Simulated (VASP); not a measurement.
# In (P6_3/mmc) in VASP: a series of runs

Aim: see how the results for In move with the level of theory and the settings. Levels: r2SCAN, PBEsol. Tasks: single point.

Program: VASP 6.6.1. These are calculated values, not measurements. Logs are shortened: lines on timing, memory, paths and dates and some standing lists are left out, and cuts for length are marked.

**1. The cell of the first run**

Symmetry: P6_3/mmc, No. 194, hexagonal system. Conventional cell: a = 3.358 Å, b = 3.358 Å, c = 5.546 Å, α = 90.00°, β = 90.00°, γ = 120.00°. Within 4.4 Å of In (site symmetry -6m2) lie 12 In at 3.36 to 3.38 Å.

**2. Single point, r2SCAN**

Contents of POSCAR:

```
In
1.0
    3.3575747290      0.0000000000      0.0000000000
   -1.6787873645      2.9077450104      0.0000000000
    0.0000000000      0.0000000000      5.5456283735
In
2
Direct
    0.6666666667      0.3333333333      0.7500000000
    0.3333333333      0.6666666667      0.2500000000
```

Contents of INCAR.step1:

```
PREC = Accurate
ENCUT = 520
ISMEAR = -1
SIGMA = 0.05
LREAL = F
LASPH = T
NELM = 100
NBANDS = 20
GGA = PE
ALGO = Normal
EDIFF = 1E-4
LWAVE = T
LCHARG = F
```

Contents of INCAR.step2:

```
PREC = Accurate
ENCUT = 520
EDIFF = 1E-6
ISMEAR = -1
SIGMA = 0.05
LREAL = F
LASPH = T
NELM = 100
ALGO = Normal
ISIF = 2
LWAVE = F
LCHARG = F
METAGGA = R2SCAN
LMIXTAU = T
NBANDS = 20
ISTART = 1
```

Contents of KPOINTS:

```
Automatic mesh
0
Gamma
  9 9 5
```

Potentials or basis: VASP PAW PBE potentials, release 64 (In_d).

On the command line:

```bash
cat potpaw_PBE.64/In_d/POTCAR > POTCAR
cp INCAR.step1 INCAR
mpirun -np 1 vasp_std > vasp.out
cp INCAR.step2 INCAR
mpirun -np 1 vasp_std > vasp.out
```

OUTCAR:

```text
PREC = Accurate
   ENCUT = 520
   EDIFF = 1E-6
   ISMEAR = -1
   LREAL = F
   LASPH = T
   NELM = 100
   ISIF = 2
   METAGGA = R2SCAN
   ISTART = 1

 ion  position               nearest neighbor table
   1  0.667  0.333  0.750-   2 3.38   2 3.38   2 3.38   2 3.38   2 3.38   2 3.38
   2  0.333  0.667  0.250-   1 3.38   1 3.38   1 3.38   1 3.38   1 3.38   1 3.38

  LATTYP: Found a hexagonal cell.
 ALAT       =     3.3575747290
 C/A-ratio  =     1.6516768266

  Lattice vectors:

 A1 = (   3.3575747290,   0.0000000000,   0.0000000000)
 A2 = (  -1.6787873645,   2.9077450104,   0.0000000000)
 A3 = (   0.0000000000,   0.0000000000,   5.5456283735)

Analysis of symmetry for initial positions (statically):
=====================================================================
 Subroutine PRICEL returns:
 Original cell was already a primitive cell.

 Routine SETGRP: Setting up the symmetry group for a
 hexagonal supercell.

 Subroutine GETGRP returns: Found 24 space group operations
 (whereof 12 operations were pure point group operations)
 out of a pool of 24 trial point group operations.

The static configuration has the point symmetry D_3d.
 The point group associated with its full space group is D_6h.

Analysis of symmetry for dynamics (positions and initial velocities):
=====================================================================
 Subroutine PRICEL returns:
 Original cell was already a primitive cell.

 Routine SETGRP: Setting up the symmetry group for a
 hexagonal supercell.

 Subroutine GETGRP returns: Found 24 space group operations
 (whereof 12 operations were pure point group operations)
 out of a pool of 24 trial point group operations.

The dynamic configuration has the point symmetry D_3d.
 The point group associated with its full space group is D_6h.

 Subroutine INISYM returns: Found 24 space group operations
 (whereof 12 operations are pure point group operations),
 and found     1 'primitive' translations

----------------------------------------------------------------------------------------

                                     Primitive cell

  volume of cell :      54.1418

  direct lattice vectors                    reciprocal lattice vectors
     3.357574729  0.000000000  0.000000000     0.297834026  0.171954555  0.000000000
    -1.678787364  2.907745010  0.000000000     0.000000000  0.343909110  0.000000000
[... 80 lines left out ...]
   LNONCOLLINEAR =      F non collinear calculations
   LSORBIT =      F    spin-orbit coupling
   LASPH  =      T    aspherical Exc in radial PAW
   ENCUT  =  520.0 eV  38.22 Ry    6.18 a.u.   6.24  6.24 10.31*2*pi/ulx,y,z
   NELM   =    100;   NELMIN=  2; NELMDL=  0     # of ELM steps
   EDIFF  = 0.1E-05   stopping-criterion for ELM
   LREAL  =      F    real-space projection
   EDIFFG = 0.1E-04   stopping-criterion for IOM
   NSW    =      0    number of steps for IOM
   IBRION =     -1    ionic relax: 0-MD 1-quasi-New 2-CG
   NFREE  =      0    steps in history (QN), initial steepest desc. (CG)
   ISIF   =      2    stress and relaxation
   ISYM   =      2    0-nonsym 1-usesym 2-fastsym
   POTIM  = 0.5000    time-step for ionic-motion
   TEBEG  =    0.0;   TEEND  =   0.0 temperature during run
   PSTRESS=    0.0 pullay stress
   NELECT =      26.0000    total number of electrons
   NUPDOWN=      -1.0000    fix difference up-down
   EMIN   =  10.00;   EMAX   =-10.00  energy-range for DOS
   EFERMI =   0.00;   METHOD = LEGACY
   ISMEAR =    -1;   SIGMA  =   0.05  broadening in eV -4-tet -1-fermi 0-gaus
   EFERMI_NEDOS =   21; number of points for ismear=-14 and -15
   IALGO  =     38    algorithm
   IMIX   =      4    mixing-type and parameters
     AMIX     =   0.40;   BMIX     =  1.00
     AMIX_MAG =   1.60;   BMIX_MAG =  1.00
  volume/ion in A,a.u.               =      27.07       182.68
  Fermi-wavevector in a.u.,A,eV,Ry     =   1.282001  2.422631 22.361536  1.643527
  Thomas-Fermi vector in A             =   2.414338
   LORBIT       =      0    0 simple, 1 ext, 2 COOP (PROOUT), +10 PAW based schemes
   METAGGA = R2SCAN    functional components
   LHFCALC =     F    Hartree Fock is set to
   AEXX    =    0.0000 exact exchange contribution
   IVDW    =     0    specifies the selected vdW correction
   LEPSILON=     F    determine dielectric tensor
   LRPA    =     F    only Hartree local field effects (RPA)
 non-spin polarized calculation
  energy-cutoff  :      520.00
  volume of cell :       54.14
 maximum number of plane-waves:      1472
 NGX is ok and might be reduce to    28
   NGX = 13   NGY = 13   NGZ = 21

 number of electron      26.0000012 magnetization

 Free energy of the ion-electron system (eV)
  ---------------------------------------------------
  ext. energy  EPLUGINS =         0.00000000
  ---------------------------------------------------
  free energy    TOTEN  =       -45.09846954 eV

  energy without entropy =      -45.08563145  energy(sigma->0) =      -45.09205050

 E-fermi :   7.1737     XC(G=0): -10.9011

 val. band max:        7.1619308731   @ k =   0.3333   0.2222   0.2000
 cond. band min:       7.2327094085   @ k =   0.4444   0.0000   0.2000
 fundamental gap:      0.0707785354
 Fermi energy:         7.1736655867

 k-point     1 :       0.0000    0.0000    0.0000
  band No.  band energies     occupation
      1      -8.1575      2.00000
      2      -8.1008      2.00000
      3      -8.0749      2.00000
      4      -8.0749      2.00000
      5      -8.0485      2.00000
      6      -8.0485      2.00000
[... 541 lines left out ...]
     19      14.2355      0.00000
     20      22.0191      0.00000

 [... further k-points ...]

------------------------ aborting loop because EDIFF is reached ----------------------------------------

  FORCE on cell =-STRESS in cart. coord.  units (eV):
  Direction    XX          YY          ZZ          XY          YZ          ZX
  --------------------------------------------------------------------------------------
  -------------------------------------------------------------------------------------
  Total       -0.3101241     -0.3101241     -0.4175382      0.0000000      0.0000000      0.0000000
  in kB       -9.1772667     -9.1772667    -12.3558887      0.0000000      0.0000000      0.0000000
  external PRESSURE =     -10.2368074 kB  Pullay stress =       0.0000000 kB

 VOLUME and BASIS-vectors are now :
 -----------------------------------------------------------------------------
  energy-cutoff  :      520.00
  volume of cell :       54.14
      direct lattice vectors                 reciprocal lattice vectors
     3.357574729  0.000000000  0.000000000     0.297834026  0.171954555  0.000000000
    -1.678787364  2.907745010  0.000000000     0.000000000  0.343909110  0.000000000
     0.000000000  0.000000000  5.545628373     0.000000000  0.000000000  0.180322216

 POSITION                                       TOTAL-FORCE (eV/Angst)
 -----------------------------------------------------------------------------------
      1.67879      0.96925      4.15922         0.000000      0.000000      0.000000
     -0.00000      1.93850      1.38641        -0.000000      0.000000     -0.000000
 -----------------------------------------------------------------------------------
    total drift:                               -0.000000      0.000000      0.000000

  FREE ENERGIE OF THE ION-ELECTRON SYSTEM (eV)
  ---------------------------------------------------
  free  energy   TOTEN  =       -45.0984695382 eV

  energy  without entropy=      -45.0856314537  energy(sigma->0) =      -45.09205050
```

Wall time 1.7 min (1 thread of Intel Xeon Platinum 8488C (Sapphire Rapids), shared host); peak memory 0.19 GiB.

Results:

```
Free energy            : -45.0985 eV
Pressure               : -1.0 GPa
Band gap on the k mesh : zero (band 13 reaches 9.35 eV, above the bottom of band 14 at 5.17 eV)
```

Levels at points of the mesh, in eV from the Fermi level:
```tsv
k point	band 9	band 10	band 11	band 12	band 13	band 14	band 15	band 16	band 17	band 18
(0.00, 0.00, 0.00)	-14.97	-14.97	-9.87	-4.66	-3.55	8.64	8.64	10.50	10.50	10.66
```

Caveat: the PAW data sets were made with another functional, which shifts forces and pressure a little; spin-orbit coupling is left out, which moves the levels of the heavy elements.

**3. Single point, PBEsol**

This run uses another cell than the first one, of 18.85 Å³/atom, 0.696 times its volume.

Contents of INCAR:

```
ALGO = Normal
EDIFF = 1E-6
ENCUT = 520
GGA = PS
ISIF = 2
ISMEAR = -1
LASPH = T
LCHARG = F
LREAL = F
LWAVE = F
NBANDS = 20
NELM = 60
PREC = Accurate
SIGMA = 0.05
```

Contents of KPOINTS:

```
k-points
0
Gamma
  9 9 5
```

Contents of POSCAR:

```
In
1.0
    2.9906112319      0.0000000000      0.0000000000
   -1.4953056159      2.5899452997      0.0000000000
    0.0000000000      0.0000000000      4.8666264078
In
2
Direct
    0.6666666667      0.3333333333      0.7500000000
    0.3333333333      0.6666666667      0.2500000000
```

Potentials or basis: VASP PAW PBE potentials, release 64 (In_d).

On the command line:

```bash
cat potpaw_PBE.64/In_d/POTCAR > POTCAR
mpirun -np 1 vasp_std > vasp.out
```

Run time: 12 s. Hardware: 1 thread of Intel Xeon 6975P-C, shared host; peak memory 0.16 GiB.

The run converged. Its results:

```yaml
Free_energy: -5.0052 eV
Pressure: 29.8 GPa
Band_gap_on_the_k_mesh: zero (band 13 reaches 14.96 eV, above the bottom of band 14 at 9.39 eV)
```

Levels at points of the mesh, in eV from the Fermi level:
```csv
k point,band 10,band 11,band 12,band 13,band 14,band 15,band 16,band 17
"(0.00, 0.00, 0.00)",-14.57,-12.38,-5.18,-4.52,10.64,10.64,11.33,12.78
```

Caveat: the PAW data sets were made with another functional, which shifts forces and pressure a little; spin-orbit coupling is left out, which moves the levels of the heavy elements.

**4. Single point, PBEsol**

This run uses another cell than the first one, of 20.11 Å³/atom, 0.743 times its volume.

Contents of INCAR:

```
PREC = Accurate ; ENCUT = 520
EDIFF = 1E-7 ; ISMEAR = -1
SIGMA = 0.05 ; LREAL = F
LASPH = T ; NELM = 100
ALGO = Normal ; ISIF = 2
LWAVE = F ; LCHARG = T
GGA = PS ; LELF = T
LVHAR = T ; NBANDS = 20
```

Contents of KPOINTS:

```
regular mesh
0
Gamma
  9 9 5
```

Contents of POSCAR:

```
In
1.0
    3.0568241855      0.0000000000      0.0000000000
   -1.5284120927      2.6472873995      0.0000000000
    0.0000000000      0.0000000000      4.9705727098
In
2
Direct
    0.6666666667      0.3333333333      0.7500000000
    0.3333333333      0.6666666667      0.2500000000
```

On the command line:

```bash
cat potpaw_PBE.64/In_d/POTCAR > POTCAR
mpirun -np 1 vasp_std > vasp.out
```

Run time: 16 s. Hardware: 1 thread of Intel Xeon 6975P-C, shared host; peak memory 0.17 GiB.

Results (log left out):

```yaml
Free_energy: -5.3974 eV
Pressure: 20.0 GPa
Band_gap_on_the_k_mesh: zero (band 13 reaches 13.79 eV, above the bottom of band 14 at 8.45 eV)
```

Levels at points of the mesh, in eV from the Fermi level:
```csv
k point,band 10,band 11,band 12,band 13,band 14,band 15,band 16,band 17
"(0.00, 0.00, 0.00)",-14.44,-11.71,-4.73,-4.44,10.17,10.17,11.31,12.35
```

Caveat: the PAW data sets were made with another functional, which shifts forces and pressure a little; spin-orbit coupling is left out, which moves the levels of the heavy elements.

**5. Single point, PBEsol**

This run uses another cell than the first one, of 21.99 Å³/atom, 0.812 times its volume.

Contents of INCAR:

```
PREC     = Accurate       # precision mode
ENCUT    = 520            # plane-wave cutoff, eV
EDIFF    = 1E-7           # SCF threshold, eV
ISMEAR   = -1             # smearing method
SIGMA    = 0.05           # smearing width, eV
LREAL    = F              # projectors in reciprocal space
LASPH    = T              # aspherical terms in the spheres
NELM     = 60             # most SCF steps
ALGO     = Normal         # electronic algorithm
ISIF     = 2              # what is computed and relaxed
LWAVE    = F              # write WAVECAR
LCHARG   = F              # write CHGCAR
GGA      = PS             # functional
NBANDS   = 20             # bands
```

KPOINTS is that of step 4.

Contents of POSCAR:

```
In
1.0
    3.1498439441      0.0000000000      0.0000000000
   -1.5749219721      2.7278448735      0.0000000000
    0.0000000000      0.0000000000      5.1195829587
In
2
Direct
    0.6666666667      0.3333333333      0.7500000000
    0.3333333333      0.6666666667      0.2500000000
```

On the command line:

```bash
cat potpaw_PBE.64/In_d/POTCAR > POTCAR
mpirun -np 1 vasp_std > vasp.out
```

Wall time 16 s (1 thread of Intel Xeon 6975P-C, shared host); peak memory 0.17 GiB.

The run converged. Its results:

```
Free energy            : -5.7427 eV
Pressure               : 10.0 GPa
Band gap on the k mesh : zero (band 13 reaches 12.28 eV, above the bottom of band 14 at 7.30 eV)
```

Levels at points of the mesh, in eV from the Fermi level:
| k point | band 9 | band 10 | band 11 | band 12 | band 13 | band 14 | band 15 | band 16 | band 17 | band 18 |
| --- | --- | --- | --- | --- | --- | --- | --- | --- | --- | --- |
| (0.00, 0.00, 0.00) | -14.33 | -14.33 | -10.90 | -4.38 | -4.22 | 9.50 | 9.50 | 11.19 | 11.58 | 11.58 |

Caveat: the PAW data sets were made with another functional, which shifts forces and pressure a little; spin-orbit coupling is left out, which moves the levels of the heavy elements.

**6. Overview**

| level | cell | gap on the mesh (eV) | pressure (GPa) |
| --- | --- | --- | --- |
| r2SCAN | a = 3.358, b = 3.358, c = 5.546 Å, angles 90.0, 90.0, 120.0°, 2 atoms | none | -1.0 |
| PBEsol | a = 2.991, b = 2.991, c = 4.867 Å, angles 90.0, 90.0, 120.0°, 2 atoms | none | 29.8 |
| PBEsol | a = 3.057, b = 3.057, c = 4.971 Å, angles 90.0, 90.0, 120.0°, 2 atoms | none | 20.0 |
| PBEsol | a = 3.150, b = 3.150, c = 5.120 Å, angles 90.0, 90.0, 120.0°, 2 atoms | none | 10.0 |

Alike in all rows: task single point; potentials or basis VASP PAW PBE potentials, release 64 (In_d); no spin polarisation; k mesh 9 × 9 × 5; cutoff (eV) 520; smearing fermi-dirac 0.05 eV.

Caveats: the PAW data sets were made with another functional, which shifts forces and pressure a little; spin-orbit coupling is left out, which moves the levels of the heavy elements.

Total energies depend on the potentials used, so only differences within one code and one set of settings carry meaning.
